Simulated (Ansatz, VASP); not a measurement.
# Two plane-wave programs on SiO2

```
CELL_PARAMETERS angstrom
0.00000 2.26417 2.26417
2.26417 0.00000 2.26417
2.26417 2.26417 0.00000
ATOMIC_POSITIONS crystal
Si 0.00000 0.00000 0.00000
O 0.25000 0.25000 0.25000
O 0.75000 0.75000 0.75000
```

Alike in both runs: task single point; functional PBE; k mesh 6 × 6 × 6; no spin polarisation.

```csv
,VASP,Ansatz
version,VASP 6.6.1,Ansatz 0.2.0
potentials or method,"VASP PAW PBE potentials, release 64 (Si, O)","plane waves, PAW"
plane-wave cutoff (eV),520,420
occupations,"gaussian, width 0.01 eV",fixed
valence electrons in the cell,16,16
```

```tsv
	VASP	Ansatz	Ansatz less VASP
gap on the k mesh at the Fermi level (eV)	2.06	2.09	+0.029
pressure (GPa)	10.3	9.9	-0.39
```
